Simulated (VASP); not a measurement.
**CsTlH4: single point with PBE**

Crystal: CsTlH4.

```xyz
6
Lattice="4.8357 0.0000 0.0000 0.0000 4.8357 0.0000 0.0000 0.0000 7.0600" Properties=species:S:1:pos:R:3 pbc="T T T"
Cs    2.4179    2.4179    3.5300
Tl    0.0000    0.0000    0.0000
H     0.0000    0.0000    4.6177
H     2.4179    0.0000    0.0000
H     0.0000    2.4179    0.0000
H     0.0000    0.0000    2.4423
```

```json
{
  "Program": "VASP 6.6.1",
  "Task": "single point",
  "Functional": "PBE",
  "Potentials or basis": "VASP PAW PBE potentials, release 64 (Cs_sv, Tl_d, H)",
  "Cutoff": "520 eV",
  "k mesh": "4 × 4 × 4",
  "Occupations": "gaussian, width 0.1 eV",
  "Spin": "no spin polarisation"
}
```

```
Pressure               : -5.1 GPa
Largest force          : 0.295 eV/Å
Band gap on the k mesh : zero (bands 13 and 14 overlap by 1.31 eV)
```

Forces on the atoms (eV/Å):
```
Cs   0.000  0.000  0.000
Tl   0.000  0.000  0.000
H    0.000  0.000  0.295
H    0.000  0.000  0.000
H    0.000  0.000  0.000
H    0.000  0.000 -0.295
```

Stress tensor (GPa, compression positive):
```
-4.42  0.00  0.00
 0.00 -4.42  0.00
 0.00  0.00 -6.32
```

Levels at points of the mesh, in eV from the Fermi level:
| k point | band 9 | band 10 | band 11 | band 12 | band 13 | band 14 | band 15 | band 16 | band 17 | band 18 |
| --- | --- | --- | --- | --- | --- | --- | --- | --- | --- | --- |
| (0.00, 0.00, 0.00) | -8.59 | -6.04 | -1.80 | -1.17 | -0.02 | 1.97 | 3.43 | 3.43 | 4.11 | 5.35 |
| (0.50, 0.00, 0.00) | -8.57 | -5.40 | -2.29 | -1.30 | -1.16 | 1.34 | 3.24 | 3.65 | 4.86 | 5.21 |
| (0.50, 0.50, 0.00) | -8.64 | -4.80 | -2.08 | -2.08 | -1.21 | -0.92 | 3.83 | 4.09 | 4.09 | 5.64 |
| (0.00, 0.00, 0.50) | -8.59 | -5.90 | -2.89 | 0.00 | 0.39 | 2.62 | 3.30 | 3.30 | 3.40 | 3.94 |
| (0.50, 0.00, 0.50) | -8.57 | -5.36 | -2.44 | -2.22 | 0.36 | 1.74 | 2.82 | 3.92 | 4.56 | 4.97 |
| (0.50, 0.50, 0.50) | -8.64 | -4.63 | -2.64 | -2.12 | -2.12 | 1.25 | 4.82 | 4.82 | 4.84 | 4.85 |

Run time: 95 s on 1 thread of Intel Xeon 8259CL, on a shared host, peak memory 0.29 GiB.

Caveat: the cell stands under tension; spin-orbit coupling is left out, which moves the levels of the heavy elements.
